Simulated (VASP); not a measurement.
Write the native input for VASP 6.6.1 that does the following.

- Task: single point
- Functional: LDA
- Potentials or basis: VASP PAW LDA potentials, release 64 (Te)
- Cutoff: 520 eV
- k mesh: 6 × 6 × 4
- Occupations: gaussian, width 0.01 eV
- Spin: no spin polarisation
- Dipole correction: no
- Further INCAR settings: ALGO = Normal; EDIFF = 1e-07; NBANDS = 16

The structure of Te lies in POSCAR:

```
Te
1.0
    4.4712579917      0.0000000000      0.0000000000
   -2.2356289959      3.8722230077      0.0000000000
    0.0000000000      0.0000000000      5.9487466911
Te
3
Direct
    0.2641920560      0.0000000000      0.3333333333
    0.0000000000      0.2641920560      0.6666666667
    0.7358079440      0.7358079440      0.0000000000
```

These files were run (other wordings do the same):

INCAR

```
PREC = Accurate
ENCUT = 520
EDIFF = 1E-7
ISMEAR = 0
SIGMA = 0.01
LREAL = False
LASPH = True
NELM = 80
ALGO = Normal
ISIF = 2
LWAVE = False
LCHARG = True
GGA = CA
LELF = True
LVHAR = True
NBANDS = 16
```

KPOINTS

```
Automatic mesh
0
Gamma
  6 6 4
```

Potentials or basis: VASP PAW LDA potentials, release 64 (Te).

Command:

```bash
$ cat potpaw_LDA.64/Te/POTCAR > POTCAR
$ mpirun -np 1 vasp_std > vasp.out
```

It gave:

```
Pressure               : -1.8 GPa
Largest force          : 0.143 eV/Å
Band gap on the k mesh : 0.10 eV, direct
```

Caveat: spin-orbit coupling is left out, which moves the levels of the heavy elements.

It took 16 s on 1 thread of Intel(R) Xeon(R) 6975P-C (Granite Rapids), with other jobs on the host, peak memory 0.2 GiB.
